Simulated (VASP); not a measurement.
# SnO2 (P4_2/mnm) in VASP: further runs

Runs on SnO2. Level: PBE. Tasks: single point.

All numbers are computed with VASP 6.6.1; they aren't measurements. Logs are shortened: lines on timing, memory, paths and dates and some standing lists are left out, and cuts for length are marked.

### Step 1. The cell of the first run

The structure is tetragonal, space group P4_2/mnm (No. 136). The conventional cell has a = 4.776 Å, b = 4.776 Å, c = 3.335 Å, α = 90.00°, β = 90.00°, γ = 90.00°. Sn (site symmetry mmm) has 6 O at 2.08 to 2.12 Å within 2.7 Å. O (site symmetry m2m) has 3 Sn at 2.08 to 2.12 Å and 1 O at 2.60 Å within 2.7 Å.

### Step 2. Single point, PBE (uniaxial strain along c: +3.0 %, then relaxed in part)

INCAR

```
PREC = Accurate
ENCUT = 520
EDIFF = 1E-7
ISMEAR = 0
SIGMA = 0.02
LREAL = False
LASPH = True
NELM = 100
ALGO = Normal
ISIF = 2
LWAVE = False
LCHARG = False
GGA = PE
NBANDS = 35
```

KPOINTS

```
Automatic mesh
0
Gamma
  6 6 8
```

POSCAR

```
SnO2
1.0
    4.7758633706      0.0000000000      0.0000000000
    0.0000000000      4.7758633706      0.0000000000
    0.0000000000      0.0000000000      3.3352968172
Sn O
2 4
Direct
    0.5000000000      0.5000000000      0.5000000000
    0.0000000000      0.0000000000      0.0000000000
    0.1927576313      0.8072423687      0.5000000000
    0.8072423687      0.1927576313      0.5000000000
    0.3072423687      0.3072423687      0.0000000000
    0.6927576313      0.6927576313      0.0000000000
```

Potentials or basis: VASP PAW PBE potentials, release 64 (Sn_d, O).

On the command line:

```
$ cat potpaw_PBE.64/Sn_d/POTCAR potpaw_PBE.64/O/POTCAR > POTCAR
$ mpirun -np 1 vasp_std > vasp.out
```

OUTCAR:

```text
PREC = Accurate
   ENCUT = 520
   EDIFF = 1E-7
   ISMEAR = 0
   LREAL = False
   LASPH = True
   NELM = 100
   ISIF = 2
   GGA = PE

 ion  position               nearest neighbor table
   1  0.500  0.500  0.500-   3 2.08   4 2.08   5 2.12   6 2.12   5 2.12   6 2.12
   2  0.000  0.000  0.000-   5 2.08   6 2.08   3 2.12   4 2.12   3 2.12   4 2.12
   3  0.193  0.807  0.500-   1 2.08   2 2.12   2 2.12
   4  0.807  0.193  0.500-   1 2.08   2 2.12   2 2.12
   5  0.307  0.307  0.000-   2 2.08   1 2.12   1 2.12
   6  0.693  0.693  0.000-   2 2.08   1 2.12   1 2.12

  LATTYP: Found a simple tetragonal cell.
 ALAT       =     4.7758633706
 C/A-ratio  =     0.6983652082

  Lattice vectors:

 A1 = (   4.7758633706,   0.0000000000,   0.0000000000)
 A2 = (   0.0000000000,   4.7758633706,   0.0000000000)
 A3 = (   0.0000000000,   0.0000000000,   3.3352968172)

Analysis of symmetry for initial positions (statically):
=====================================================================
 Subroutine PRICEL returns:
 Original cell was already a primitive cell.

 Routine SETGRP: Setting up the symmetry group for a
 simple tetragonal supercell.

 Subroutine GETGRP returns: Found 16 space group operations
 (whereof  8 operations were pure point group operations)
 out of a pool of 16 trial point group operations.

The static configuration has the point symmetry D_2h.
 The point group associated with its full space group is D_4h.

Analysis of symmetry for dynamics (positions and initial velocities):
=====================================================================
 Subroutine PRICEL returns:
 Original cell was already a primitive cell.

 Routine SETGRP: Setting up the symmetry group for a
 simple tetragonal supercell.

 Subroutine GETGRP returns: Found 16 space group operations
 (whereof  8 operations were pure point group operations)
 out of a pool of 16 trial point group operations.

The dynamic configuration has the point symmetry D_2h.
 The point group associated with its full space group is D_4h.

 Subroutine INISYM returns: Found 16 space group operations
 (whereof  8 operations are pure point group operations),
 and found     1 'primitive' translations

[... 94 lines left out ...]
   ISTART =      0    job   : 0-new  1-cont  2-samecut
   ICHARG =      2    charge: 1-file 2-atom 10-const
   ISPIN  =      1    spin polarized calculation?
   LNONCOLLINEAR =      F non collinear calculations
   LSORBIT =      F    spin-orbit coupling
   LASPH  =      T    aspherical Exc in radial PAW
   ENCUT  =  520.0 eV  38.22 Ry    6.18 a.u.   8.88  8.88  6.20*2*pi/ulx,y,z
   NELM   =    100;   NELMIN=  2; NELMDL= -5     # of ELM steps
   EDIFF  = 0.1E-06   stopping-criterion for ELM
   LREAL  =      F    real-space projection
   EDIFFG = 0.1E-05   stopping-criterion for IOM
   NSW    =      0    number of steps for IOM
   IBRION =     -1    ionic relax: 0-MD 1-quasi-New 2-CG
   NFREE  =      0    steps in history (QN), initial steepest desc. (CG)
   ISIF   =      2    stress and relaxation
   ISYM   =      2    0-nonsym 1-usesym 2-fastsym
   POTIM  = 0.5000    time-step for ionic-motion
   TEBEG  =    0.0;   TEEND  =   0.0 temperature during run
   PSTRESS=    0.0 pullay stress
   NELECT =      52.0000    total number of electrons
   NUPDOWN=      -1.0000    fix difference up-down
   EMIN   =  10.00;   EMAX   =-10.00  energy-range for DOS
   EFERMI =   0.00;   METHOD = LEGACY
   ISMEAR =     0;   SIGMA  =   0.02  broadening in eV -4-tet -1-fermi 0-gaus
   EFERMI_NEDOS =   21; number of points for ismear=-14 and -15
   IALGO  =     38    algorithm
   IMIX   =      4    mixing-type and parameters
     AMIX     =   0.40;   BMIX     =  1.00
     AMIX_MAG =   1.60;   BMIX_MAG =  1.00
  volume/ion in A,a.u.               =      12.68        85.56
  Fermi-wavevector in a.u.,A,eV,Ry     =   1.442104  2.725181 28.295538  2.079663
  Thomas-Fermi vector in A             =   2.560661
   LORBIT       =      0    0 simple, 1 ext, 2 COOP (PROOUT), +10 PAW based schemes
   GGA     = PE    functional components
   LHFCALC =     F    Hartree Fock is set to
   AEXX    =    0.0000 exact exchange contribution
   IVDW    =     0    specifies the selected vdW correction
   LEPSILON=     F    determine dielectric tensor
   LRPA    =     F    only Hartree local field effects (RPA)
 non-spin polarized calculation
 Gauss-broadening in eV      SIGMA  =   0.02
  energy-cutoff  :      520.00
  volume of cell :       76.07
 maximum number of plane-waves:      2084
 NGX is ok and might be reduce to    36
   NGX = 17   NGY = 17   NGZ = 13

 number of electron      52.0000012 magnetization

 Free energy of the ion-electron system (eV)
  ---------------------------------------------------
  ext. energy  EPLUGINS =         0.00000000
  ---------------------------------------------------
  free energy    TOTEN  =       -37.26154703 eV

  energy without entropy =      -37.26154703  energy(sigma->0) =      -37.26154703

 E-fermi :   5.6074     XC(G=0): -10.9526

 val. band max:        5.4480905430   @ k =   0.0000   0.0000   0.0000
 cond. band min:       5.9000512617   @ k =   0.0000   0.0000   0.0000
 fundamental gap:      0.4519607187
 Fermi energy:         5.6073513779

 k-point     1 :       0.0000    0.0000    0.0000
  band No.  band energies     occupation
      1     -15.5517      2.00000
      2     -14.8637      2.00000
      3     -14.7548      2.00000
      4     -14.7268      2.00000
      5     -14.7268      2.00000
      6     -14.7032      2.00000
[... 901 lines left out ...]
     34      17.4112      0.00000
     35      17.6577      0.00000

 [... further k-points ...]
[... 5 lines left out ...]
  --------------------------------------------------------------------------------------
  -------------------------------------------------------------------------------------
  Total        0.2353635      0.2353635     -3.3276421     -0.0000000      0.0000000      0.0000000
  in kB        4.9569153      4.9569153    -70.0823918     -0.0000000      0.0000000      0.0000000
  external PRESSURE =     -20.0561871 kB  Pullay stress =       0.0000000 kB

 VOLUME and BASIS-vectors are now :
 -----------------------------------------------------------------------------
  energy-cutoff  :      520.00
  volume of cell :       76.07
      direct lattice vectors                 reciprocal lattice vectors
     4.775863371  0.000000000  0.000000000     0.209386225  0.000000000  0.000000000
     0.000000000  4.775863371  0.000000000     0.000000000  0.209386225  0.000000000
     0.000000000  0.000000000  3.335296817     0.000000000  0.000000000  0.299823390

 POSITION                                       TOTAL-FORCE (eV/Angst)
 -----------------------------------------------------------------------------------
      2.38793      2.38793      1.66765         0.000000     -0.000000      0.000000
      0.00000      0.00000      0.00000         0.000000     -0.000000      0.000000
      0.92058      3.85528      1.66765         0.003711     -0.003711      0.000000
      3.85528      0.92058      1.66765        -0.003711      0.003711      0.000000
      1.46735      1.46735      0.00000        -0.003711     -0.003711      0.000000
      3.30852      3.30852      0.00000         0.003711      0.003711     -0.000000
 -----------------------------------------------------------------------------------
    total drift:                                0.000000      0.000000      0.000000

  FREE ENERGIE OF THE ION-ELECTRON SYSTEM (eV)
  ---------------------------------------------------
  free  energy   TOTEN  =       -37.2615470273 eV

  energy  without entropy=      -37.2615470273  energy(sigma->0) =      -37.26154703
```

OSZICAR:

```text
N       E                     dE             d eps       ncg     rms          rms(c)
DAV:   1     0.640846656218E+03    0.64085E+03   -0.25425E+04  3869   0.229E+03
DAV:   2     0.594703302687E+02   -0.58138E+03   -0.54788E+03  3812   0.611E+02
DAV:   3    -0.381524827534E+02   -0.97623E+02   -0.95701E+02  3821   0.208E+02
DAV:   4    -0.432825925701E+02   -0.51301E+01   -0.50928E+01  4404   0.516E+01
DAV:   5    -0.434166567092E+02   -0.13406E+00   -0.13388E+00  4376   0.880E+00    0.156E+01
DAV:   6    -0.371986773853E+02    0.62180E+01   -0.17705E+01  5578   0.646E+01    0.596E+00
DAV:   7    -0.372953994213E+02   -0.96722E-01   -0.20129E+00  3963   0.790E+00    0.316E+00
DAV:   8    -0.372694517684E+02    0.25948E-01   -0.20083E-01  5164   0.386E+00    0.739E-01
DAV:   9    -0.372606153854E+02    0.88364E-02   -0.36225E-02  5706   0.278E+00    0.127E-01
DAV:  10    -0.372614740679E+02   -0.85868E-03   -0.44300E-03  4384   0.596E-01    0.466E-02
DAV:  11    -0.372615490107E+02   -0.74943E-04   -0.20860E-04  5512   0.129E-01    0.225E-02
DAV:  12    -0.372615500567E+02   -0.10459E-05   -0.14572E-05  5144   0.287E-02    0.147E-02
DAV:  13    -0.372615466062E+02    0.34505E-05   -0.10565E-05  4889   0.366E-02    0.314E-03
DAV:  14    -0.372615468913E+02   -0.28513E-06   -0.81561E-07  4086   0.633E-03    0.171E-03
DAV:  15    -0.372615469996E+02   -0.10827E-06   -0.36226E-08  2404   0.141E-03    0.782E-04
DAV:  16    -0.372615470273E+02   -0.27733E-07   -0.95287E-09  2101   0.130E-03
   1 F= -.37261547E+02 E0= -.37261547E+02  d E =-.113353E-31
```

Run time: 50 s. Hardware: 1 thread of Intel Xeon 6975P-C (Granite Rapids), shared host; peak memory 0.24 GiB.

Results:

- Free energy: -37.2615 eV
- Pressure: -2.0 GPa
- Largest force: 0.005 eV/Å
- Band gap on the k mesh: 0.45 eV, direct

Forces in eV/Å, atoms in the order of the input:
```
Sn   0.000  0.000  0.000
Sn   0.000  0.000  0.000
O    0.004 -0.004  0.000
O   -0.004  0.004  0.000
O   -0.004 -0.004  0.000
O    0.004  0.004  0.000
```

Caveat: the cell differs from its parent crystal (uniaxial strain along c: +3.0 %, then relaxed in part); spin-orbit coupling is left out, which moves the levels of the heavy elements.

### Step 3. Single point, PBE

INCAR

```
SYSTEM = SnO2
PREC = Accurate
ENCUT = 520
EDIFF = 1E-7
ISMEAR = 0
SIGMA = 0.02
LREAL = .FALSE.
LASPH = .TRUE.
NELM = 60
ALGO = Normal
ISIF = 2
LWAVE = .FALSE.
LCHARG = .FALSE.
GGA = PE
NBANDS = 35
```

KPOINTS

```
regular mesh
0
G
  6 6 8
  0 0 0
```

POSCAR is that of step 2.

Potentials or basis: VASP PAW PBE potentials, release 64 (Sn_d, O).

On the command line:

```
$ cat potpaw_PBE.64/Sn_d/POTCAR potpaw_PBE.64/O/POTCAR > POTCAR
$ mpirun -np 1 vasp_std > vasp.out
```

Run time: 50 s. Hardware: 1 thread of Intel Xeon 6975P-C (Granite Rapids), shared host; peak memory 0.24 GiB.

The run converged. Its results:

```
Free energy            : -37.2615 eV
Pressure               : -2.0 GPa
Largest force          : 0.005 eV/Å
Band gap on the k mesh : 0.45 eV, direct
```

Forces on the atoms (eV/Å):
```
Sn   0.000  0.000  0.000
Sn   0.000  0.000  0.000
O    0.004 -0.004  0.000
O   -0.004  0.004  0.000
O   -0.004 -0.004  0.000
O    0.004  0.004  0.000
```

Stress tensor (GPa, compression positive):
```
 0.50  0.00  0.00
 0.00  0.50  0.00
 0.00  0.00 -7.01
```

Levels at points of the mesh, in eV from the valence-band top:
```csv
k point,band 23,band 24,band 25,band 26,band 27,band 28,band 29,band 30
"(0.00, 0.00, 0.00)",-1.33,-0.68,-0.68,0.00,0.45,5.26,5.77,5.77
"(0.50, 0.00, 0.00)",-1.26,-1.26,-0.57,-0.57,3.76,3.76,6.48,6.48
"(0.50, 0.50, 0.00)",-1.41,-1.41,-0.76,-0.76,4.05,4.05,6.92,6.92
"(0.00, 0.00, 0.50)",-1.51,-1.51,-1.15,-1.15,5.45,5.45,9.40,9.40
"(0.50, 0.00, 0.50)",-0.96,-0.96,-0.67,-0.67,5.75,5.75,7.72,7.72
"(0.50, 0.50, 0.50)",-0.87,-0.87,-0.70,-0.70,4.30,4.30,8.59,8.59
```

Caveat: spin-orbit coupling is left out, which moves the levels of the heavy elements.

### Step 4. Single point, PBE (uniaxial strain along c: +4.5 %, then relaxed in part)

INCAR

```
PREC = Accurate
ENCUT = 520
EDIFF = 1E-6
ISMEAR = 0
SIGMA = 0.02
LREAL = False
LASPH = True
NELM = 60
ALGO = Normal
ISIF = 2
LWAVE = False
LCHARG = False
GGA = PE
NBANDS = 35
```

KPOINTS

```
Automatic mesh
0
Gamma
  6 6 8
```

POSCAR

```
SnO2
1.0
    4.7510872405      0.0000000000      0.0000000000
    0.0000000000      4.7510872405      0.0000000000
    0.0000000000      0.0000000000      3.3838691010
Sn O
2 4
Direct
    0.5000000000      0.5000000000      0.5000000000
    0.0000000000      0.0000000000      0.0000000000
    0.1924879144      0.8075120856      0.5000000000
    0.8075120856      0.1924879144      0.5000000000
    0.3075120856      0.3075120856      0.0000000000
    0.6924879144      0.6924879144      0.0000000000
```

On the command line:

```
$ cat potpaw_PBE.64/Sn_d/POTCAR potpaw_PBE.64/O/POTCAR > POTCAR
$ mpirun -np 1 vasp_std > vasp.out
```

Wall time 48 s (1 thread of Intel Xeon 6975P-C (Granite Rapids), shared host); peak memory 0.24 GiB.

The run converged. Its results:

| Item | Value |
| --- | --- |
| Free energy | -37.1994 eV |
| Pressure | -3.1 GPa |
| Band gap on the k mesh | 0.35 eV, direct |

Stress tensor (GPa, compression positive):
```
  0.50   0.00   0.00
  0.00   0.50   0.00
  0.00   0.00 -10.36
```

Levels at points of the mesh, in eV from the valence-band top:
| k point | band 24 | band 25 | band 26 | band 27 | band 28 | band 29 |
| --- | --- | --- | --- | --- | --- | --- |
| (0.00, 0.00, 0.00) | -0.65 | -0.65 | 0.00 | 0.35 | 5.07 | 5.63 |
| (0.50, 0.00, 0.00) | -1.28 | -0.55 | -0.55 | 3.71 | 3.71 | 6.34 |
| (0.50, 0.50, 0.00) | -1.44 | -0.71 | -0.71 | 3.94 | 3.94 | 6.81 |
| (0.00, 0.00, 0.50) | -1.50 | -1.13 | -1.13 | 5.37 | 5.37 | 9.40 |
| (0.50, 0.00, 0.50) | -0.93 | -0.62 | -0.62 | 5.70 | 5.70 | 7.76 |
| (0.50, 0.50, 0.50) | -0.84 | -0.66 | -0.66 | 4.27 | 4.27 | 8.58 |

Caveat: the cell differs from its parent crystal (uniaxial strain along c: +4.5 %, then relaxed in part); spin-orbit coupling is left out, which moves the levels of the heavy elements.

### Step 5. Single point, PBE (uniaxial strain along c: +3.0 %)

INCAR

```
SYSTEM = SnO2
  PREC = Accurate
  ENCUT = 520
  EDIFF = 1E-7
  ISMEAR = 0
  SIGMA = 0.02
  LREAL = .FALSE.
  LASPH = .TRUE.
  NELM = 80
  ALGO = Normal
  ISIF = 2
  LWAVE = .FALSE.
  LCHARG = .FALSE.
  GGA = PE
  NBANDS = 35
```

KPOINTS

```
Automatic mesh
0
G
  6 6 8
  0 0 0
```

POSCAR

```
SnO2
1.0
    4.7909864230      0.0000000000      0.0000000000
    0.0000000000      4.7909864230      0.0000000000
    0.0000000000      0.0000000000      3.3352968172
Sn O
2 4
Direct
    0.5000000000      0.5000000000      0.5000000000
    0.0000000000      0.0000000000      0.0000000000
    0.1930683553      0.8069316447      0.5000000000
    0.8069316447      0.1930683553      0.5000000000
    0.3069316447      0.3069316447      0.0000000000
    0.6930683553      0.6930683553      0.0000000000
```

Potentials or basis: VASP PAW PBE potentials, release 64 (Sn_d, O).

On the command line:

```
$ cat potpaw_PBE.64/Sn_d/POTCAR potpaw_PBE.64/O/POTCAR > POTCAR
$ mpirun -np 1 vasp_std > vasp.out
```

OUTCAR:

```text
SYSTEM = SnO2
   PREC = Accurate
   ENCUT = 520
   EDIFF = 1E-7
   ISMEAR = 0
   LREAL = .FALSE.
   LASPH = .TRUE.
   NELM = 80
   ISIF = 2
   GGA = PE

 ion  position               nearest neighbor table
   1  0.500  0.500  0.500-   3 2.08   4 2.08   5 2.12   6 2.12   5 2.12   6 2.12
   2  0.000  0.000  0.000-   5 2.08   6 2.08   3 2.12   4 2.12   3 2.12   4 2.12
   3  0.193  0.807  0.500-   1 2.08   2 2.12   2 2.12
   4  0.807  0.193  0.500-   1 2.08   2 2.12   2 2.12
   5  0.307  0.307  0.000-   2 2.08   1 2.12   1 2.12
   6  0.693  0.693  0.000-   2 2.08   1 2.12   1 2.12

[... 1121 lines left out ...]
  -------------------------------------------------------------------------------------
  Total       -0.3003938     -0.3003938     -3.7413158      0.0000000      0.0000000      0.0000000
  in kB       -6.2866190     -6.2866190    -78.2979852      0.0000000      0.0000000      0.0000000
  external PRESSURE =     -30.2904077 kB  Pullay stress =       0.0000000 kB

 VOLUME and BASIS-vectors are now :
 -----------------------------------------------------------------------------
  energy-cutoff  :      520.00
  volume of cell :       76.56
      direct lattice vectors                 reciprocal lattice vectors
     4.790986423  0.000000000  0.000000000     0.208725284  0.000000000  0.000000000
     0.000000000  4.790986423  0.000000000     0.000000000  0.208725284  0.000000000
     0.000000000  0.000000000  3.335296817     0.000000000  0.000000000  0.299823390

 POSITION                                       TOTAL-FORCE (eV/Angst)
 -----------------------------------------------------------------------------------
      2.39549      2.39549      1.66765         0.000000      0.000000     -0.000000
      0.00000      0.00000      0.00000         0.000000      0.000000     -0.000000
      0.92499      3.86600      1.66765        -0.030490      0.030490     -0.000000
      3.86600      0.92499      1.66765         0.030490     -0.030490     -0.000000
      1.47051      1.47051      0.00000         0.030490      0.030490     -0.000000
      3.32048      3.32048      0.00000        -0.030490     -0.030490      0.000000
 -----------------------------------------------------------------------------------
    total drift:                                0.000000      0.000000      0.000000

  FREE ENERGIE OF THE ION-ELECTRON SYSTEM (eV)
  ---------------------------------------------------
  free  energy   TOTEN  =       -37.2618358285 eV

  energy  without entropy=      -37.2618358285  energy(sigma->0) =      -37.26183583
```

stdout:

```text
POSCAR found type information on POSCAR SnO
 POSCAR found :  2 types and       6 ions
 scaLAPACK will be used
 LDA part: xc-table for (Slater+PW92), standard interpolation
 POSCAR, INCAR and KPOINTS ok, starting setup
 FFT: planning ... GRIDC
 FFT: planning ... GRID_SOFT
 FFT: planning ... GRID
 WAVECAR not read
 entering main loop
```

It took 68 s on 1 thread of Intel Xeon 6975P-C (Granite Rapids), shared host; peak memory 0.23 GiB.

What came out:

```
Free energy            : -37.2618 eV
Pressure               : -3.0 GPa
Largest force          : 0.043 eV/Å
Band gap on the k mesh : 0.39 eV, direct
```

Forces on the atoms (eV/Å):
```
Sn   0.000  0.000  0.000
Sn   0.000  0.000  0.000
O   -0.030  0.030  0.000
O    0.030 -0.030  0.000
O    0.030  0.030  0.000
O   -0.030 -0.030  0.000
```

Caveat: the cell differs from its parent crystal (uniaxial strain along c: +3.0 %); spin-orbit coupling is left out, which moves the levels of the heavy elements.

### Step 6. Overview

```tsv
cell	gap on the mesh (eV)	pressure (GPa)	largest force (eV/Å)
a = 4.776, b = 4.776, c = 3.335 Å, 6 atoms	0.45	-2.0	0.01
a = 4.751, b = 4.751, c = 3.384 Å, 6 atoms	0.35	-3.1	-
a = 4.791, b = 4.791, c = 3.335 Å, 6 atoms	0.39	-3.0	0.04
```

Alike in all rows: task single point; level PBE; potentials or basis VASP PAW PBE potentials, release 64 (Sn_d, O); no spin polarisation; k mesh 6 × 6 × 8; cutoff (eV) 520; smearing gaussian 0.02 eV.

Caveats: spin-orbit coupling is left out, which moves the levels of the heavy elements.

Total energies depend on the potentials used, so only differences within one code and one set of settings carry meaning.
